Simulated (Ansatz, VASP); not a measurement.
## Two plane-wave programs on Pd

```
CELL_PARAMETERS angstrom
0.00000 1.94500 1.94500
1.94500 0.00000 1.94500
1.94500 1.94500 0.00000
ATOMIC_POSITIONS crystal
Pd 0.00000 0.00000 0.00000
```

Alike in both runs: task relaxation of cell and atoms; functional LDA; k mesh 24 × 24 × 24; no spin polarisation.

```csv
,VASP,Ansatz
version,VASP 6.6.1,Ansatz 0.2.0
potentials or method,"VASP PAW LDA potentials, release 64 (Pd)","plane-wave PAW, scalar-relativistic"
plane-wave cutoff (eV),600,420
occupations,"methfessel-paxton of order 1, width 0.1 eV","cold, width 0.1 eV"
valence electrons in the cell,10,18
```

```tsv
	VASP	Ansatz	Ansatz less VASP
relaxed volume (Å³/atom)	14.16	14.14	-0.018
relaxed cell length with the largest relative difference (Å)	2.716	2.714	-0.0012
```

Ansatz warns that its potentials were made for another functional, while VASP's fit it. LDA's correlation is that of Perdew and Zunger in VASP and of Perdew and Wang (1992) in Ansatz. VASP's potentials hold 10 valence electrons a cell and Ansatz's 18, so a difference there can come from the potentials and not from the codes.
